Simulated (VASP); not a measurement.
# Os in VASP: settings compared

The runs below take Os through single point, with r2SCAN+rVV10, LDA.

Program: VASP 6.6.1. These are calculated values, not measurements. Logs are shortened: lines on timing, memory, paths and dates and some standing lists are left out, and cuts for length are marked.

### Step 1. The cell of the first run

It takes space group Fm-3m (No. 225, cubic). Conventional cell: a = 3.890 Å, b = 3.890 Å, c = 3.890 Å, α = 90.00°, β = 90.00°, γ = 90.00°. Within 3.6 Å of Os (site symmetry m-3m) lie 12 Os at 2.75 Å.

### Step 2. Single point, r2SCAN+rVV10, non-collinear spin, zero start, spin-orbit coupling

File POSCAR:

```
Os
1.0
    0.0000000000      1.9450000000      1.9450000000
    1.9450000000      0.0000000000      1.9450000000
    1.9450000000      1.9450000000      0.0000000000
Os
1
Direct
    0.0000000000      0.0000000000      0.0000000000
```

File INCAR.step1:

```
  PREC = Accurate
  ENCUT = 520
  ISMEAR = 1
  SIGMA = 0.05
  LREAL = F
  LASPH = T
  NELM = 150
  MAGMOM = 0 0 0
  LSORBIT = T
  GGA_COMPAT = F
  LMAXMIX = 4
  NBANDS = 19
  GGA = PE
  ALGO = Normal
  EDIFF = 1E-4
  LWAVE = T
  LCHARG = F
```

File INCAR.step2:

```
  PREC = Accurate
  ENCUT = 520
  EDIFF = 1E-6
  ISMEAR = 1
  SIGMA = 0.05
  LREAL = F
  LASPH = T
  NELM = 150
  ALGO = Normal
  ISIF = 2
  LWAVE = F
  LCHARG = T
  MAGMOM = 0 0 0
  LORBIT = 11
  LSORBIT = T
  GGA_COMPAT = F
  LORBMOM = T
  LMAXMIX = 4
  METAGGA = R2SCAN
  LMIXTAU = T
  LUSE_VDW = T
  IVDW_NL = 2
  BPARAM = 11.95
  CPARAM = 0.0093
  LVHAR = T
  NBANDS = 19
  ISTART = 1
```

File KPOINTS:

```
regular mesh
0
Gamma
  12 12 12
```

Potentials or basis: VASP PAW PBE potentials, release 64 (Os).

Started as:

```sh
$ cat potpaw_PBE.64/Os/POTCAR > POTCAR
$ cp INCAR.step1 INCAR
$ mpirun -np 1 vasp_ncl > vasp.out
$ cp INCAR.step2 INCAR
$ mpirun -np 1 vasp_ncl > vasp.out
```

OUTCAR:

```text
PREC = Accurate
   ENCUT = 520
   EDIFF = 1E-6
   ISMEAR = 1
   LREAL = F
   LASPH = T
   NELM = 150
   ISIF = 2
   LORBIT = 11
   LSORBIT = T
   METAGGA = R2SCAN
   IVDW_NL = 2
   BPARAM = 11.95
   ISTART = 1

 ion  position               nearest neighbor table
   1  0.000  0.000  0.000-

  LATTYP: Found a face centered cubic cell.
 ALAT       =     3.8900000000

  Lattice vectors:

 A1 = (   0.0000000000,   1.9450000000,   1.9450000000)
 A2 = (   1.9450000000,   0.0000000000,   1.9450000000)
 A3 = (   1.9450000000,   1.9450000000,   0.0000000000)

Analysis of symmetry for initial positions (statically):
=====================================================================
 Subroutine PRICEL returns:
 Original cell was already a primitive cell.

 Routine SETGRP: Setting up the symmetry group for a
 face centered cubic supercell.

 Subroutine GETGRP returns: Found 48 space group operations
 (whereof 48 operations were pure point group operations)
 out of a pool of 48 trial point group operations.

The static configuration has the point symmetry O_h .

Analysis of symmetry for dynamics (positions and initial velocities):
=====================================================================
 Subroutine PRICEL returns:
 Original cell was already a primitive cell.

 Routine SETGRP: Setting up the symmetry group for a
 face centered cubic supercell.

 Subroutine GETGRP returns: Found 48 space group operations
 (whereof 48 operations were pure point group operations)
 out of a pool of 48 trial point group operations.

The dynamic configuration has the point symmetry O_h .

Analysis of structural, dynamic, and magnetic symmetry:
=====================================================================
 Subroutine PRICEL returns:
 Original cell was already a primitive cell.

 Routine SETGRP: Setting up the symmetry group for a
 face centered cubic supercell.

 Subroutine GETGRP returns: Found 48 space group operations
 (whereof 48 operations were pure point group operations)
 out of a pool of 48 trial point group operations.

The overall configuration has the point symmetry O_h .

 Subroutine INISYM returns: Found 48 space group operations
 (whereof 48 operations are pure point group operations),
 and found     1 'primitive' translations

----------------------------------------------------------------------------------------

                                     Primitive cell

  volume of cell :      14.7160

  direct lattice vectors                    reciprocal lattice vectors
     0.000000000  1.945000000  1.945000000    -0.257069409  0.257069409  0.257069409
     1.945000000  0.000000000  1.945000000     0.257069409 -0.257069409  0.257069409
     1.945000000  1.945000000  0.000000000     0.257069409  0.257069409 -0.257069409

  length of vectors
     2.750645379  2.750645379  2.750645379     0.445257277  0.445257277  0.445257277

  position of ions in fractional coordinates (direct lattice)
     0.000000000  0.000000000  0.000000000

  ion indices of the primitive-cell ions
   primitive index   ion index
                 1           1

----------------------------------------------------------------------------------------

 KPOINTS: regular mesh

Automatic generation of k-mesh.
 Grid dimensions read from file:
 generate k-points for:   12   12   12

 Generating k-lattice:

  Cartesian coordinates                     Fractional coordinates (reciprocal lattice)
    -0.021422451  0.021422451  0.021422451     0.083333333  0.000000000  0.000000000
     0.021422451 -0.021422451  0.021422451     0.000000000  0.083333333  0.000000000
     0.021422451  0.021422451 -0.021422451     0.000000000  0.000000000  0.083333333

  Length of vectors
     0.037104773  0.037104773  0.037104773

  Shift w.r.t. Gamma in fractional coordinates (k-lattice)
     0.000000000  0.000000000  0.000000000

 Subroutine IBZKPT returns following result:
 ===========================================

 Found     72 irreducible k-points:

 Following reciprocal coordinates:
            Coordinates               Weight
  0.000000  0.000000  0.000000      1.000000
  0.083333  0.000000  0.000000      8.000000
  0.166667  0.000000  0.000000      8.000000
  0.250000  0.000000  0.000000      8.000000
  0.333333  0.000000  0.000000      8.000000
  0.416667  0.000000  0.000000      8.000000
[... 16 lines left out ...]
  0.500000  0.166667  0.000000     24.000000
 -0.416667  0.166667  0.000000     24.000000
 [... further k-points ...]
   k-points           NKPTS =     72   k-points in BZ     NKDIM =     72   number of bands    NBANDS=     19
   number of dos      NEDOS =    301   number of ions     NIONS =      1
   total plane-waves  NPLWV =   8000
   dimension x,y,z NGX =    20 NGY =   20 NGZ =   20
   dimension x,y,z NGXF=    40 NGYF=   40 NGZF=   40
   ions per type =               1
   NGX,Y,Z   is equivalent  to a cutoff of  12.09, 12.09, 12.09 a.u.
   NGXF,Y,Z  is equivalent  to a cutoff of  24.18, 24.18, 24.18 a.u.
 SYSTEM =  unknown system
   PREC   = accura    normal or accurate (medium, high low for compatibility)
   ISTART =      1    job   : 0-new  1-cont  2-samecut
   ICHARG =      0    charge: 1-file 2-atom 10-const
   ISPIN  =      1    spin polarized calculation?
   LNONCOLLINEAR =      T non collinear calculations
   LSORBIT =      T    spin-orbit coupling
   LASPH  =      T    aspherical Exc in radial PAW
   ENCUT  =  520.0 eV  38.22 Ry    6.18 a.u.   5.11  5.11  5.11*2*pi/ulx,y,z
   NELM   =    150;   NELMIN=  2; NELMDL=  0     # of ELM steps
   EDIFF  = 0.1E-05   stopping-criterion for ELM
   LREAL  =      F    real-space projection
   EDIFFG = 0.1E-04   stopping-criterion for IOM
   NSW    =      0    number of steps for IOM
   IBRION =     -1    ionic relax: 0-MD 1-quasi-New 2-CG
   NFREE  =      0    steps in history (QN), initial steepest desc. (CG)
   ISIF   =      2    stress and relaxation
   ISYM   =      2    0-nonsym 1-usesym 2-fastsym
   POTIM  = 0.5000    time-step for ionic-motion
   TEBEG  =    0.0;   TEEND  =   0.0 temperature during run
   PSTRESS=    0.0 pullay stress
   NELECT =       8.0000    total number of electrons
   NUPDOWN=      -1.0000    fix difference up-down
   EMIN   =  10.00;   EMAX   =-10.00  energy-range for DOS
   EFERMI =   0.00;   METHOD = LEGACY
   ISMEAR =     1;   SIGMA  =   0.05  broadening in eV -4-tet -1-fermi 0-gaus
   EFERMI_NEDOS =   21; number of points for ismear=-14 and -15
   IALGO  =     38    algorithm
   IMIX   =      4    mixing-type and parameters
     AMIX     =   0.40;   BMIX     =  1.00
     AMIX_MAG =   1.60;   BMIX_MAG =  1.00
  volume/ion in A,a.u.               =      14.72        99.31
  Fermi-wavevector in a.u.,A,eV,Ry     =   1.336109  2.524880 24.288947  1.785187
  Thomas-Fermi vector in A             =   2.464761
   LORBIT       =     11    0 simple, 1 ext, 2 COOP (PROOUT), +10 PAW based schemes
   METAGGA = R2SCAN    functional components
   LHFCALC =     F    Hartree Fock is set to
   AEXX    =    0.0000 exact exchange contribution
   IVDW_NL    =     2    kernel type
   BPARAM     =11.9500
   IVDW    =     0    specifies the selected vdW correction
   LEPSILON=     F    determine dielectric tensor
   LRPA    =     F    only Hartree local field effects (RPA)
 Methfessel and Paxton  Order N= 1 SIGMA  =   0.05
  energy-cutoff  :      520.00
  volume of cell :       14.72
 maximum number of plane-waves:       830
   NGX = 11   NGY = 11   NGZ = 11

 number of electron       8.0000000 magnetization       0.0000000     -0.0000000      0.0000000

 number of electron       8.0000000 magnetization       0.0000000     -0.0000000     -0.0000000

 Free energy of the ion-electron system (eV)
  ---------------------------------------------------
  ext. energy  EPLUGINS =         0.00000000
  ---------------------------------------------------
  free energy    TOTEN  =       -53.05024022 eV

  energy without entropy =      -53.05002833  energy(sigma->0) =      -53.05016959

 E-fermi :   8.4715     XC(G=0): -15.0661

 val. band max:        8.4635518695   @ k =   0.0833   0.0000   0.0000
 cond. band min:       8.4820534835   @ k =   0.1667   0.0000   0.0000
 fundamental gap:      0.0185016140
 Fermi energy:         8.4715102036

 k-point     1 :       0.0000    0.0000    0.0000
  band No.  band energies     occupation
      1      -2.4701      1.00000
      2      -2.4701      1.00000
      3       5.2113      1.00000
      4       5.2113      1.00000
      5       5.2113      1.00000
      6       5.2113      1.00000
[... 11 lines left out ...]
     18      29.3472      0.00000
     19      29.3472      0.00000

 k-point     2 :       0.0833    0.0000    0.0000
  band No.  band energies     occupation
      1      -2.1517      1.00000
      2      -2.1517      1.00000
      3       5.1245      1.00000
      4       5.1245      1.00000
      5       5.3161      1.00000
      6       5.3161      1.00000
[... 11 lines left out ...]
     18      29.5441      0.00000
     19      29.8978      0.00000

 k-point     3 :       0.1667    0.0000    0.0000
  band No.  band energies     occupation
      1      -1.2769      1.00000
      2      -1.2769      1.00000
      3       4.8247      1.00000
      4       4.8247      1.00000
      5       5.5030      1.00000
      6       5.5030      1.00000
[... 434 lines left out ...]
      1       1.7145      1.00000
      2       1.7145      1.00000
      3       4.3257      1.00000
      4       4.3257      1.00000
      5       5.7070      1.00000
      6       5.7070      1.00000
[... 11 lines left out ...]
     18      27.5787      0.00000
     19      28.9408      0.00000

 k-point    24 :      -0.4167    0.1667    0.0000
  band No.  band energies     occupation
      1       1.7908      1.00000
      2       1.7908      1.00000
      3       4.3604      1.00000
      4       4.3604      1.00000
      5       5.9620      1.00000
      6       5.9620      1.00000
[... 11 lines left out ...]
     18      26.9641      0.00000
     19      29.3812      0.00000

 [... further k-points ...]

------------------------ aborting loop because EDIFF is reached ----------------------------------------

  FORCE on cell =-STRESS in cart. coord.  units (eV):
  Direction    XX          YY          ZZ          XY          YZ          ZX
  --------------------------------------------------------------------------------------
  -------------------------------------------------------------------------------------
  Total       -1.6290034     -1.6290034     -1.6290034      0.0000000     -0.0000000     -0.0000000
  in kB     -177.3551271   -177.3551271   -177.3551271      0.0000000     -0.0000000     -0.0000000
  external PRESSURE =    -177.3551271 kB  Pullay stress =       0.0000000 kB

 VOLUME and BASIS-vectors are now :
 -----------------------------------------------------------------------------
  energy-cutoff  :      520.00
  volume of cell :       14.72
      direct lattice vectors                 reciprocal lattice vectors
     0.000000000  1.945000000  1.945000000    -0.257069409  0.257069409  0.257069409
     1.945000000  0.000000000  1.945000000     0.257069409 -0.257069409  0.257069409
     1.945000000  1.945000000  0.000000000     0.257069409  0.257069409 -0.257069409

 POSITION                                       TOTAL-FORCE (eV/Angst)
 -----------------------------------------------------------------------------------
      0.00000      0.00000      0.00000        -0.000000      0.000000     -0.000000
 -----------------------------------------------------------------------------------
    total drift:                               -0.000000     -0.000000     -0.000000

  FREE ENERGIE OF THE ION-ELECTRON SYSTEM (eV)
  ---------------------------------------------------
  free  energy   TOTEN  =       -53.0502402152 eV

  energy  without entropy=      -53.0500283337  energy(sigma->0) =      -53.05016959

 orbital moment (x)

 # of ion     p       d       tot
 ----------------------------------------
  1        -0.000  -0.000  -0.000
 ----------------------------------------
           -0.000  -0.000  -0.000

 orbital moment (y)

 # of ion     p       d       tot
 ----------------------------------------
  1         0.000   0.000   0.000
 ----------------------------------------
            0.000   0.000   0.000

 orbital moment (z)

 # of ion     p       d       tot
 ----------------------------------------
  1         0.000   0.000   0.000
 ----------------------------------------
            0.000   0.000   0.000

 Spin-Orbit-Coupling matrix elements

 Ion:    1  E_soc:     -0.6584794
 l=   1
     0.0000000    -0.0398403    -0.0398403
    -0.0398403     0.0000000    -0.0398403
    -0.0398403    -0.0398403     0.0000000
 l=   2
     0.0000000    -0.0125253     0.0000000    -0.0125253    -0.0573809
    -0.0125253     0.0000000    -0.0430357    -0.0125253    -0.0143452
     0.0000000    -0.0430357     0.0000000    -0.0430357     0.0000000
    -0.0125253    -0.0125253    -0.0430357     0.0000000    -0.0143452
    -0.0573809    -0.0143452     0.0000000    -0.0143452     0.0000000
 l=   3
     0.0000000     0.0000000     0.0000000     0.0000000     0.0000000     0.0000000     0.0000000
     0.0000000     0.0000000     0.0000000     0.0000000     0.0000000     0.0000000     0.0000000
     0.0000000     0.0000000     0.0000000     0.0000000     0.0000000     0.0000000     0.0000000
     0.0000000     0.0000000     0.0000000     0.0000000     0.0000000     0.0000000     0.0000000
     0.0000000     0.0000000     0.0000000     0.0000000     0.0000000     0.0000000     0.0000000
     0.0000000     0.0000000     0.0000000     0.0000000     0.0000000     0.0000000     0.0000000
     0.0000000     0.0000000     0.0000000     0.0000000     0.0000000     0.0000000     0.0000000

 total charge

# of ion       s       p       d       tot
------------------------------------------
    1        0.632   0.720   5.963   7.315

 magnetization (x)

# of ion       s       p       d       tot
------------------------------------------
    1        0.000   0.000   0.000   0.000

 magnetization (y)

# of ion       s       p       d       tot
------------------------------------------
    1       -0.000   0.000   0.000  -0.000

 magnetization (z)

# of ion       s       p       d       tot
------------------------------------------
    1        0.000   0.000  -0.000  -0.000
```

Wall time 4.7 min (1 thread of Oxide Virtual Turin-like, shared host); peak memory 0.23 GiB.

Results:

- Free energy: -53.0502 eV
- Pressure: -17.7 GPa
- Net moment: 0.00 μB per cell
- Valence electrons inside the program's atomic spheres: Os 7.32

Moments on the atoms (μB; x, y, z):
```
Os  0.00 0.00 0.00
```

Caveat: the PAW data sets were made with another functional, which shifts forces and pressure a little.

### Step 3. Single point, LDA, non-collinear spin, zero start, spin-orbit coupling (the cell strained at random)

File INCAR:

```
PREC = Accurate ; ENCUT = 520
EDIFF = 1E-6 ; ISMEAR = 1
SIGMA = 0.01 ; LREAL = F
LASPH = T ; NELM = 150
ALGO = Normal ; ISIF = 2
LWAVE = F ; LCHARG = F
MAGMOM = 0 0 0 ; LORBIT = 11
LSORBIT = T ; GGA_COMPAT = F
LORBMOM = T ; LMAXMIX = 4
NBANDS = 19
```

File KPOINTS:

```
regular mesh
0
Gamma
  9 9 9
```

File POSCAR:

```
Os
1.0
   -0.0039230000      1.9478850000      1.9334980000
    1.9589700000     -0.0453990000      1.9749740000
    1.8969690000      1.9273590000      0.0166030000
Os
1
Direct
   -0.0056420000      0.0526440000     -0.0280610000
```

Potentials or basis: VASP PAW LDA potentials, release 64 (Os).

Started as:

```sh
$ cat potpaw_LDA.64/Os/POTCAR > POTCAR
$ mpirun -np 1 vasp_ncl > vasp.out
```

OUTCAR:

```text
PREC = Accurate
   ENCUT = 520
   EDIFF = 1E-6
   ISMEAR = 1
   LREAL = F
   LASPH = T
   NELM = 150
   ISIF = 2
   LORBIT = 11
   LSORBIT = T

 ion  position               nearest neighbor table
   1  0.994  0.053  0.972-

  LATTYP: Found a triclinic cell.
 ALAT       =     2.7043446085
 B/A-ratio  =     1.0148757998
 C/A-ratio  =     1.0281374447
 COS(alpha) =     0.0073963657
 COS(beta)  =     0.4856971184
 COS(gamma) =     0.5091342540

  Lattice vectors:

 A1 = (  -1.8969690000,  -1.9273590000,  -0.0166030000)
 A2 = (   0.0039230000,  -1.9478850000,  -1.9334980000)
 A3 = (   0.0620010000,  -1.9727580000,   1.9583710000)

Analysis of symmetry for initial positions (statically):
=====================================================================
 Subroutine PRICEL returns:
 Original cell was already a primitive cell.

 Routine SETGRP: Setting up the symmetry group for a
 triclinic supercell.

 Subroutine GETGRP returns: Found  2 space group operations
 (whereof  1 operations were pure point group operations)
 out of a pool of  2 trial point group operations.

The static configuration has the point symmetry C_1 .
 The point group associated with its full space group is S_2 .

[... 740 lines left out ...]
  ---------------------------------------------------
  free  energy   TOTEN  =       -12.7480045995 eV

  energy  without entropy=      -12.7479908738  energy(sigma->0) =      -12.74800002

 orbital moment (x)

 # of ion     p       d       tot
 ----------------------------------------
  1        -0.000  -0.000  -0.000
 ----------------------------------------
           -0.000  -0.000  -0.000

 orbital moment (y)

 # of ion     p       d       tot
 ----------------------------------------
  1         0.000  -0.000  -0.000
 ----------------------------------------
            0.000  -0.000  -0.000

 orbital moment (z)

 # of ion     p       d       tot
 ----------------------------------------
  1         0.000   0.000   0.000
 ----------------------------------------
            0.000   0.000   0.000

 Spin-Orbit-Coupling matrix elements

 Ion:    1  E_soc:     -0.6820805
 l=   1
     0.0000000    -0.0422409    -0.0421790
    -0.0422409     0.0000000    -0.0420847
    -0.0421790    -0.0420847     0.0000000
 l=   2
     0.0000000    -0.0133439     0.0000000    -0.0130676    -0.0582927
    -0.0133439     0.0000000    -0.0437205    -0.0132151    -0.0143006
     0.0000000    -0.0437205     0.0000000    -0.0437618     0.0000000
    -0.0130676    -0.0132151    -0.0437618     0.0000000    -0.0148334
    -0.0582927    -0.0143006     0.0000000    -0.0148334     0.0000000
 l=   3
     0.0000000     0.0000000     0.0000000     0.0000000     0.0000000     0.0000000     0.0000000
     0.0000000     0.0000000     0.0000000     0.0000000     0.0000000     0.0000000     0.0000000
     0.0000000     0.0000000     0.0000000     0.0000000     0.0000000     0.0000000     0.0000000
     0.0000000     0.0000000     0.0000000     0.0000000     0.0000000     0.0000000     0.0000000
     0.0000000     0.0000000     0.0000000     0.0000000     0.0000000     0.0000000     0.0000000
     0.0000000     0.0000000     0.0000000     0.0000000     0.0000000     0.0000000     0.0000000
     0.0000000     0.0000000     0.0000000     0.0000000     0.0000000     0.0000000     0.0000000

 total charge

# of ion       s       p       d       tot
------------------------------------------
    1        0.637   0.712   6.120   7.470

 magnetization (x)

# of ion       s       p       d       tot
------------------------------------------
    1       -0.000   0.000  -0.000  -0.000

 magnetization (y)

# of ion       s       p       d       tot
------------------------------------------
    1       -0.000  -0.000  -0.000  -0.000

 magnetization (z)

# of ion       s       p       d       tot
------------------------------------------
    1       -0.000   0.000   0.000   0.000
```

It took 2.7 min on 1 thread of Oxide Virtual Turin-like, shared host; peak memory 0.23 GiB.

What came out:

```yaml
Free_energy: -12.7480 eV
Pressure: -23.9 GPa
Net_moment: 0.00 μB per cell
Valence_electrons_inside_the_program's_atomic_spheres: Os 7.47
```

Stress tensor (GPa, compression positive):
```
-21.15   9.38  -8.56
  9.38 -26.08   3.42
 -8.56   3.42 -24.36
```

Moments on the atoms (μB; x, y, z):
```
Os  0.00 0.00 0.00
```

Caveat: the cell differs from its parent crystal (the cell strained at random).
